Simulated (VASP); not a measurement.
# Al2GaN3 (Cm) in VASP: notebook, part 2 of 2

VASP 6.6.1. Earlier steps stand in the parts before.

## 3. Single point, PBEsol (equal strain along all axes, cell held: -2.0 %, then relaxed in part)

The input, INCAR:

```
  PREC = Accurate
  ENCUT = 520
  EDIFF = 1E-7
  ISMEAR = 0
  SIGMA = 0.02
  LREAL = F
  LASPH = T
  NELM = 100
  ALGO = Normal
  ISIF = 2
  LWAVE = F
  LCHARG = T
  GGA = PS
  LELF = T
  LVHAR = T
  NBANDS = 46
```

The input, KPOINTS:

```
Automatic mesh
0
Gamma
  8 8 4
```

The input, POSCAR:

```
Al2GaN3
1.0
    5.6283449230     -1.5365200518      0.0008933543
    5.6283449230      1.5365200518      0.0008933543
   -1.8582887493      0.0000000000      7.0318421665
Al Ga N
4 2 6
Direct
    0.9443066704      0.9443066704      0.3891678736
    0.8890181921      0.8890181921      0.7764546213
    0.2234013176      0.2234013176      0.4444736756
    0.5539535173      0.5539535173      0.1131158250
    0.2769497360      0.2769497360      0.0577614495
    0.6095091132      0.6095091132      0.7218268967
    0.1474143092      0.1474143092      0.1850982166
    0.4815756155      0.4815756155      0.8526737272
    0.8184336225      0.8184336225      0.5149618092
    0.7644474375      0.7644474375      0.9015977150
    0.0954581129      0.0954581129      0.5645823960
    0.4308973558      0.4308973558      0.2430867844
```

Potentials or basis: VASP PAW PBE potentials, release 64 (Al, Ga_d, N).

Run with:

```
cat potpaw_PBE.64/Al/POTCAR potpaw_PBE.64/Ga_d/POTCAR potpaw_PBE.64/N/POTCAR > POTCAR
mpirun -np 1 vasp_std > vasp.out
```

OUTCAR:

```text
PREC = Accurate
   ENCUT = 520
   EDIFF = 1E-7
   ISMEAR = 0
   LREAL = F
   LASPH = T
   NELM = 100
   ISIF = 2
   GGA = PS

 ion  position               nearest neighbor table
   1  0.944  0.944  0.389-  11 1.85  12 1.85  12 1.85   9 1.87   4 3.03   4 3.03   3 3.04   3 3.04
                             2 3.04   6 3.06   6 3.06   3 3.06   5 3.07   5 3.07
   2  0.889  0.889  0.776-  10 1.86   8 1.86   8 1.86   9 1.86   6 3.03   6 3.03   1 3.04   3 3.06
                             3 3.06   6 3.07   5 3.08   5 3.08   4 3.08   4 3.08
   3  0.223  0.223  0.444-   7 1.86  11 1.87   9 1.87   9 1.87   5 3.02   1 3.04   1 3.04   2 3.06
                             2 3.06   1 3.06   6 3.07   6 3.07   4 3.08   4 3.08
   4  0.554  0.554  0.113-   7 1.86   7 1.86   8 1.86  12 1.87   1 3.03   1 3.03   5 3.04   5 3.06
                             5 3.06   6 3.07   3 3.08   3 3.08   2 3.08   2 3.08
   5  0.277  0.277  0.058-  10 1.89  10 1.89  12 1.90   7 1.92   3 3.02   4 3.04   4 3.06   4 3.06
                             1 3.07   1 3.07   2 3.08   2 3.08
   6  0.610  0.610  0.722-  10 1.89  11 1.90  11 1.90   8 1.92   2 3.03   2 3.03   1 3.06   1 3.06
                             3 3.07   3 3.07   4 3.07   2 3.07
   7  0.147  0.147  0.185-   4 1.86   4 1.86   3 1.86   5 1.92
[... 226 lines left out ...]
      5      -7.6335      2.00000
      6      -7.2445      2.00000
[... 1165 lines left out ...]
     45      16.0606      0.00000
     46      16.4242      0.00000

 [... further k-points ...]
[... 5 lines left out ...]
  --------------------------------------------------------------------------------------
  -------------------------------------------------------------------------------------
  Total       10.0463342     10.3993614     10.2646533      0.0000000      0.0000000      0.1646222
  in kB      132.3371998    136.9875166    135.2130485      0.0000000      0.0000000      2.1685162
  external PRESSURE =     134.8459216 kB  Pullay stress =       0.0000000 kB

 VOLUME and BASIS-vectors are now :
 -----------------------------------------------------------------------------
  energy-cutoff  :      520.00
  volume of cell :      121.63
      direct lattice vectors                 reciprocal lattice vectors
     5.628344923 -1.536520052  0.000893354     0.088832336 -0.325410657  0.023475517
     5.628344923  1.536520052  0.000893354     0.088832336  0.325410657  0.023475517
    -1.858288749  0.000000000  7.031842166    -0.000022571  0.000000000  0.142204281

 POSITION                                       TOTAL-FORCE (eV/Angst)
 -----------------------------------------------------------------------------------
      9.90658      0.00000      2.73825         0.004164      0.000000     -0.002870
      8.56453      0.00000      5.46149        -0.000582      0.000000     -0.002711
      1.68880      0.00000      3.12587         0.002504      0.000000      0.001818
      6.02548      0.00000      0.79640         0.002027      0.000000     -0.001538
      3.01020      0.00000      0.40666         0.004002      0.000000     -0.006869
      5.51969      0.00000      5.07686         0.006946      0.000000     -0.003864
      1.31543      0.00000      1.30184         0.011778      0.000000     -0.007951
      3.83643      0.00000      5.99673         0.015452      0.000000     -0.006648
      8.25591      0.00000      3.62259        -0.000401      0.000000      0.000700
      6.92972      0.00000      6.34126        -0.022520      0.000000      0.013528
      0.02539      0.00000      3.97022        -0.005253      0.000000      0.025444
      4.39875      0.00000      1.71012        -0.018116      0.000000     -0.009040
 -----------------------------------------------------------------------------------
    total drift:                                0.000222      0.000000      0.000329

  FREE ENERGIE OF THE ION-ELECTRON SYSTEM (eV)
  ---------------------------------------------------
  free  energy   TOTEN  =       -88.5157655550 eV

  energy  without entropy=      -88.5157655550  energy(sigma->0) =      -88.51576556
```

OSZICAR:

```text
N       E                     dE             d eps       ncg     rms          rms(c)
DAV:   1     0.696104614277E+03    0.69610E+03   -0.30035E+04  8162   0.204E+03
DAV:   2     0.297100636080E+02   -0.66639E+03   -0.61435E+03  8126   0.589E+02
DAV:   3    -0.935270259804E+02   -0.12324E+03   -0.12064E+03  7934   0.183E+02
DAV:   4    -0.101865437560E+03   -0.83384E+01   -0.82728E+01 10000   0.525E+01
DAV:   5    -0.102059927216E+03   -0.19449E+00   -0.19376E+00  8928   0.807E+00    0.203E+01
DAV:   6    -0.884593950876E+02    0.13601E+02   -0.41449E+01 11986   0.613E+01    0.664E+00
DAV:   7    -0.886406581805E+02   -0.18126E+00   -0.55259E+00  8196   0.122E+01    0.501E+00
DAV:   8    -0.885539092825E+02    0.86749E-01   -0.70492E-01 10304   0.902E+00    0.111E+00
DAV:   9    -0.885144788919E+02    0.39430E-01   -0.16921E-01 11296   0.599E+00    0.420E-01
DAV:  10    -0.885155051355E+02   -0.10262E-02   -0.20451E-02  8280   0.786E-01    0.194E-01
DAV:  11    -0.885157753167E+02   -0.27018E-03   -0.16877E-03 11984   0.320E-01    0.529E-02
DAV:  12    -0.885157592353E+02    0.16081E-04   -0.25192E-04  9852   0.155E-01    0.299E-02
DAV:  13    -0.885157659053E+02   -0.66700E-05   -0.54341E-05  8516   0.421E-02    0.103E-02
DAV:  14    -0.885157655985E+02    0.30677E-06   -0.53910E-06 10056   0.236E-02    0.515E-03
DAV:  15    -0.885157655898E+02    0.86939E-08   -0.16349E-06  8840   0.120E-02    0.270E-03
DAV:  16    -0.885157655550E+02    0.34791E-07   -0.38044E-07  8056   0.559E-03
   1 F= -.88515766E+02 E0= -.88515766E+02  d E =-.159023E-15
```

Wall time 7.1 min (1 thread of Intel Xeon 6975P-C (Granite Rapids), shared host); peak memory 0.56 GiB.

What came out:

```
Free energy            : -88.5158 eV
Pressure               : 13.5 GPa
Largest force          : 0.026 eV/Å
Band gap on the k mesh : 3.74 eV
```

Forces on the atoms (eV/Å):
```
Al   0.004  0.000 -0.003
Al  -0.001  0.000 -0.003
Al   0.003  0.000  0.002
Al   0.002  0.000 -0.002
Ga   0.004  0.000 -0.007
Ga   0.007  0.000 -0.004
N    0.012  0.000 -0.008
N    0.015  0.000 -0.007
N    0.000  0.000  0.001
N   -0.023  0.000  0.014
N   -0.005  0.000  0.025
N   -0.018  0.000 -0.009
```

Stress tensor (GPa, compression positive):
```
13.23  0.00  0.22
 0.00 13.70  0.00
 0.22  0.00 13.52
```

Levels at points of the mesh, in eV from the valence-band top:
| k point | band 32 | band 33 | band 34 | band 35 | band 36 | band 37 |
| --- | --- | --- | --- | --- | --- | --- |
| (0.00, 0.00, 0.00) | -0.08 | -0.02 | 0.00 | 3.74 | 5.29 | 5.59 |
| (0.50, 0.00, 0.00) | -1.52 | -1.39 | -1.34 | 4.89 | 5.25 | 5.58 |
| (0.50, 0.50, 0.00) | -0.70 | -0.58 | -0.38 | 5.43 | 5.73 | 5.85 |
| (0.00, 0.00, 0.50) | -0.47 | -0.34 | -0.11 | 4.84 | 5.11 | 5.34 |
| (0.50, 0.00, 0.50) | -1.12 | -0.98 | -0.81 | 5.42 | 5.57 | 5.71 |
| (0.50, 0.50, 0.50) | -0.68 | -0.28 | -0.20 | 5.39 | 5.44 | 5.92 |

Caveat: the cell differs from its parent crystal (equal strain along all axes, cell held: -2.0 %, then relaxed in part); the cell stands under pressure; the PAW data sets were made with another functional, which shifts forces and pressure a little. A k mesh can miss the band edges.
